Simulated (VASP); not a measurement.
# Ge5H2 in VASP: a series of runs, part 2 of 3

VASP 6.6.1.

## 3. Single point, PBE

INCAR

```
SYSTEM = Ge5H2
  PREC = Accurate
  ENCUT = 410
  EDIFF = 1E-6
  ISMEAR = 0
  SIGMA = 0.05
  LREAL = .FALSE.
  LASPH = .TRUE.
  NELM = 120
  ALGO = Normal
  ISIF = 2
  LWAVE = .FALSE.
  LCHARG = .FALSE.
  LDIPOL = .TRUE.
  IDIPOL = 3
  DIPOL = 0.5 0.5 0.342
  GGA = PE
  NBANDS = 164
  GGA_COMPAT = .FALSE.
  NELMDL = -8
```

KPOINTS

```
regular mesh
0
G
  3 3 1
  0 0 0
```

POSCAR

```
Ge5H2
1.0
    8.1473826809      0.0000000000      0.0000000000
    0.0000000000      8.1473826809      0.0000000000
    0.0000000000      0.0000000000     19.5175094652
Ge H
20 8
Direct
    0.5000000000      0.5000000000      0.2513865784
    0.5000000000      0.0000000000      0.2513865784
    0.0000000000      0.5000000000      0.2513865784
    0.0000000000      0.0000000000      0.2513865784
    0.7500000000      0.5000000000      0.3251801834
    0.7500000000      0.0000000000      0.3251801834
    0.2500000000      0.5000000000      0.3251801834
    0.2500000000      0.0000000000      0.3251801834
    0.7548777657      0.7491885608      0.4015613227
    0.7548777657      0.2508114392      0.4015613227
    0.2463622905      0.7505869523      0.3978945095
    0.2463622905      0.2494130477      0.3978945095
    0.0050601560      0.7266451939      0.4782910688
    0.0050601560      0.2733548061      0.4782910688
    0.4984734414      0.7314369113      0.4736077912
    0.4984734414      0.2685630887      0.4736077912
    0.0936485168      0.0000000000      0.5216613455
    0.0657505826      0.5000000000      0.5663904131
    0.3951873670      0.0000000000      0.5106067417
    0.3973825999      0.5000000000      0.5475402557
    0.5083944213      0.6502083350      0.2033868863
    0.5083944213      0.3497916650      0.2033868863
    0.5083944213      0.1502083350      0.2033868863
    0.5083944213     -0.1502083350      0.2033868863
   -0.0083944213      0.3497916650      0.2033868863
   -0.0083944213      0.6502083350      0.2033868863
   -0.0083944213     -0.1502083350      0.2033868863
   -0.0083944213      0.1502083350      0.2033868863
```

Potentials or basis: VASP PAW PBE potentials, release 64 (Ge_d, H).

The run is started by

```sh
cat potpaw_PBE.64/Ge_d/POTCAR potpaw_PBE.64/H/POTCAR > POTCAR
mpirun -np 1 vasp_std > vasp.out
```

OUTCAR:

```text
SYSTEM = Ge5H2
   PREC = Accurate
   ENCUT = 410
   EDIFF = 1E-6
   ISMEAR = 0
   LREAL = .FALSE.
   LASPH = .TRUE.
   NELM = 120
   ISIF = 2
   GGA = PE
   NELMDL = -8

 ion  position               nearest neighbor table
   1  0.500  0.500  0.251-  21 1.54  22 1.54   5 2.49   7 2.49
   2  0.500  0.000  0.251-  23 1.54  24 1.54   6 2.49   8 2.49
   3  0.000  0.500  0.251-  25 1.54  26 1.54   5 2.49   7 2.49
   4  0.000  0.000  0.251-  27 1.54  28 1.54   6 2.49   8 2.49
   5  0.750  0.500  0.325-   1 2.49   3 2.49   9 2.52  10 2.52
   6  0.750  0.000  0.325-   2 2.49   4 2.49   9 2.53  10 2.53
[... 8 lines left out ...]
  15  0.498  0.731  0.474-  19 2.45  20 2.51   9 2.52  11 2.54
  16  0.498  0.269  0.474-  19 2.45  20 2.51  10 2.52  12 2.54
  17  0.094  0.000  0.522-  19 2.47  14 2.49  13 2.49
  18  0.066  0.500  0.566-  13 2.57  14 2.57  20 2.73
  19  0.395  0.000  0.511-  15 2.45  16 2.45  17 2.47
  20  0.397  0.500  0.548-  15 2.51  16 2.51  18 2.73
  21  0.508  0.650  0.203-   1 1.54
  22  0.508  0.350  0.203-   1 1.54
  23  0.508  0.150  0.203-   2 1.54
  24  0.508  0.850  0.203-   2 1.54
  25  0.992  0.350  0.203-   3 1.54
  26  0.992  0.650  0.203-   3 1.54
  27  0.992  0.850  0.203-   4 1.54
  28  0.992  0.150  0.203-   4 1.54

  LATTYP: Found a simple tetragonal cell.
 ALAT       =     8.1473826809
 C/A-ratio  =     2.3955557545

  Lattice vectors:

 A1 = (   8.1473826809,   0.0000000000,   0.0000000000)
 A2 = (   0.0000000000,   8.1473826809,   0.0000000000)
 A3 = (   0.0000000000,   0.0000000000,  19.5175094652)

Analysis of symmetry for initial positions (statically):
=====================================================================
 Subroutine PRICEL returns:
 Original cell was already a primitive cell.

 Routine SETGRP: Setting up the symmetry group for a
 simple tetragonal supercell.

 Subroutine GETGRP returns: Found  2 space group operations
 (whereof  2 operations were pure point group operations)
 out of a pool of 16 trial point group operations.

The static configuration has the point symmetry C_1h.

Analysis of symmetry for dynamics (positions and initial velocities):
=====================================================================
 Subroutine PRICEL returns:
 Original cell was already a primitive cell.

 Routine SETGRP: Setting up the symmetry group for a
 simple tetragonal supercell.

 Subroutine GETGRP returns: Found  2 space group operations
 (whereof  2 operations were pure point group operations)
 out of a pool of 16 trial point group operations.

The dynamic configuration has the point symmetry C_1h.

 Subroutine INISYM returns: Found  2 space group operations
 (whereof  2 operations are pure point group operations),
 and found     1 'primitive' translations

----------------------------------------------------------------------------------------

                                     Primitive cell

  volume of cell :    1295.5692

  direct lattice vectors                    reciprocal lattice vectors
     8.147382681  0.000000000  0.000000000     0.122738803  0.000000000  0.000000000
     0.000000000  8.147382681  0.000000000     0.000000000  0.122738803  0.000000000
     0.000000000  0.000000000 19.517509465     0.000000000  0.000000000  0.051236045

  length of vectors
     8.147382681  8.147382681 19.517509465     0.122738803  0.122738803  0.051236045

[... 95 lines left out ...]
   total plane-waves  NPLWV = 408240
   dimension x,y,z NGX =    54 NGY =   54 NGZ =  140
   dimension x,y,z NGXF=   108 NGYF=  108 NGZF=  280
   ions per type =              20   8
   NGX,Y,Z   is equivalent  to a cutoff of  11.02, 11.02, 11.92 a.u.
   NGXF,Y,Z  is equivalent  to a cutoff of  22.04, 22.04, 23.85 a.u.
 SYSTEM =  Ge5H2
   PREC   = accura    normal or accurate (medium, high low for compatibility)
   ISTART =      0    job   : 0-new  1-cont  2-samecut
   ICHARG =      2    charge: 1-file 2-atom 10-const
   ISPIN  =      1    spin polarized calculation?
   LNONCOLLINEAR =      F non collinear calculations
   LSORBIT =      F    spin-orbit coupling
   LASPH  =      T    aspherical Exc in radial PAW
   ENCUT  =  410.0 eV  30.13 Ry    5.49 a.u.  13.45 13.45 32.22*2*pi/ulx,y,z
   NELM   =    120;   NELMIN=  2; NELMDL= -8     # of ELM steps
   EDIFF  = 0.1E-05   stopping-criterion for ELM
   LREAL  =      F    real-space projection
   EDIFFG = 0.1E-04   stopping-criterion for IOM
   NSW    =      0    number of steps for IOM
   IBRION =     -1    ionic relax: 0-MD 1-quasi-New 2-CG
   NFREE  =      0    steps in history (QN), initial steepest desc. (CG)
   ISIF   =      2    stress and relaxation
   ISYM   =      2    0-nonsym 1-usesym 2-fastsym
   POTIM  = 0.5000    time-step for ionic-motion
   TEBEG  =    0.0;   TEEND  =   0.0 temperature during run
   PSTRESS=    0.0 pullay stress
   NELECT =     288.0000    total number of electrons
   NUPDOWN=      -1.0000    fix difference up-down
   EMIN   =  10.00;   EMAX   =-10.00  energy-range for DOS
   EFERMI =   0.00;   METHOD = LEGACY
   ISMEAR =     0;   SIGMA  =   0.05  broadening in eV -4-tet -1-fermi 0-gaus
   EFERMI_NEDOS =   21; number of points for ismear=-14 and -15
   IALGO  =     38    algorithm
   IMIX   =      4    mixing-type and parameters
     AMIX     =   0.40;   BMIX     =  1.00
     AMIX_MAG =   1.60;   BMIX_MAG =  1.00
  volume/ion in A,a.u.               =      46.27       312.25
  Fermi-wavevector in a.u.,A,eV,Ry     =   0.991712  1.874063 13.381223  0.983492
  Thomas-Fermi vector in A             =   2.123472
   LORBIT       =      0    0 simple, 1 ext, 2 COOP (PROOUT), +10 PAW based schemes
   GGA     = PE    functional components
   LHFCALC =     F    Hartree Fock is set to
   AEXX    =    0.0000 exact exchange contribution
   IVDW    =     0    specifies the selected vdW correction
   LEPSILON=     F    determine dielectric tensor
   LRPA    =     F    only Hartree local field effects (RPA)
 non-spin polarized calculation
 Gauss-broadening in eV      SIGMA  =   0.05
  energy-cutoff  :      410.00
  volume of cell :     1295.57
 maximum number of plane-waves:     24481
 NGX is ok and might be reduce to    54
   NGX = 27   NGY = 27   NGZ = 65

 number of electron     288.0000250 magnetization

 dipolmoment           0.000000      0.000000     -0.019904 electrons x Angstroem

 Free energy of the ion-electron system (eV)
  ---------------------------------------------------
  ext. energy  EPLUGINS =         0.00000000
  ---------------------------------------------------
  free energy    TOTEN  =      -110.94476620 eV

  energy without entropy =     -110.92590939  energy(sigma->0) =     -110.93533780

 E-fermi :  -1.2646     XC(G=0):  -4.5197

 val. band max:       -1.2679502483   @ k =   0.3333   0.0000   0.0000
 cond. band min:      -1.2630075362   @ k =   0.3333   0.3333   0.0000
 fundamental gap:      0.0049427121
 Fermi energy:        -1.2646007332

 k-point     1 :       0.0000    0.0000    0.0000
  band No.  band energies     occupation
      1     -25.8050      2.00000
      2     -25.7718      2.00000
      3     -25.7678      2.00000
      4     -25.7439      2.00000
      5     -25.7107      2.00000
      6     -25.7019      2.00000
[... 625 lines left out ...]
    155       1.7895      0.00000
    156       1.8878      0.00000
 [bands above 156 left out]

------------------------ aborting loop because EDIFF is reached ----------------------------------------

 vacuum level on the upper side and lower side of the slab       (xc-potential included)        -0.254        -0.140

  FORCE on cell =-STRESS in cart. coord.  units (eV):
  Direction    XX          YY          ZZ          XY          YZ          ZX
  --------------------------------------------------------------------------------------
  -------------------------------------------------------------------------------------
  Total       -5.8859263      6.9851014     -5.3894852      0.0000000      0.0000000      0.0064291
  in kB       -7.2788835      8.6381883     -6.6649552      0.0000000      0.0000000      0.0079506
  external PRESSURE =      -1.7685502 kB  Pullay stress =       0.0000000 kB

 VOLUME and BASIS-vectors are now :
 -----------------------------------------------------------------------------
  energy-cutoff  :      410.00
  volume of cell :     1295.57
      direct lattice vectors                 reciprocal lattice vectors
     8.147382681  0.000000000  0.000000000     0.122738803  0.000000000  0.000000000
     0.000000000  8.147382681  0.000000000     0.000000000  0.122738803  0.000000000
     0.000000000  0.000000000 19.517509465     0.000000000  0.000000000  0.051236045

 POSITION                                       TOTAL-FORCE (eV/Angst)
 -----------------------------------------------------------------------------------
      4.07369      4.07369      4.90644         0.036558      0.000000      0.241117
      4.07369      0.00000      4.90644         0.053437      0.000000      0.260890
      0.00000      4.07369      4.90644        -0.048323      0.000000      0.241273
      0.00000      0.00000      4.90644        -0.027221      0.000000      0.212116
      6.11054      4.07369      6.34671         0.040435      0.000000      0.114061
      6.11054      0.00000      6.34671         0.030450      0.000000      0.224567
[... 20 lines left out ...]
      8.07899      6.92358      3.96961         0.014976      0.028655      0.022179
      8.07899      1.22380      3.96961         0.014976     -0.028655      0.022179
 -----------------------------------------------------------------------------------
    total drift:                                0.004026      0.000000     -0.012948

  FREE ENERGIE OF THE ION-ELECTRON SYSTEM (eV)
  ---------------------------------------------------
  free  energy   TOTEN  =      -110.9447662023 eV

  energy  without entropy=     -110.9259093900  energy(sigma->0) =     -110.93533780

 vacuum level on the upper side and lower side of the slab         3.045         3.163
```

Wall time 42 min (1 thread of Intel Xeon Platinum 8259CL at 2.50GHz (Skylake/Cascade Lake), shared host); peak memory 1 GiB.

Results:

```
Free energy            : -110.9448 eV
Largest force          : 0.515 eV/Å
Band gap on the k mesh : zero (bands 144 and 145 overlap by 0.13 eV)
```

Forces on the atoms (eV/Å):
```
Ge   0.037  0.000  0.241
Ge   0.053  0.000  0.261
Ge  -0.048  0.000  0.241
Ge  -0.027  0.000  0.212
Ge   0.040  0.000  0.114
Ge   0.030  0.000  0.225
Ge   0.005  0.000 -0.515
Ge  -0.080  0.000 -0.478
Ge   0.003  0.002  0.002
Ge   0.003 -0.002  0.002
Ge  -0.002 -0.001 -0.004
Ge  -0.002  0.001 -0.004
Ge   0.002  0.004 -0.001
Ge   0.002 -0.004 -0.001
Ge   0.002 -0.007  0.002
Ge   0.002  0.007  0.002
Ge   0.002  0.000 -0.255
Ge   0.001  0.000 -0.226
Ge  -0.010  0.000  0.008
Ge   0.003  0.000 -0.004
H   -0.025 -0.030  0.009
H   -0.025  0.030  0.009
H   -0.033 -0.024  0.046
H   -0.033  0.024  0.046
H    0.037  0.029  0.013
H    0.037 -0.029  0.013
H    0.015  0.029  0.022
H    0.015 -0.029  0.022
```

Levels at points of the mesh, in eV from the Fermi level:
```
           k point  band 140  band 141  band 142  band 143  band 144  band 145  band 146  band 147  band 148  band 149
(0.00, 0.00, 0.00)     -0.82     -0.67     -0.48     -0.37     -0.33     -0.13      0.56      0.74      1.09      1.40
```

(Continued in part 3 of 3.)
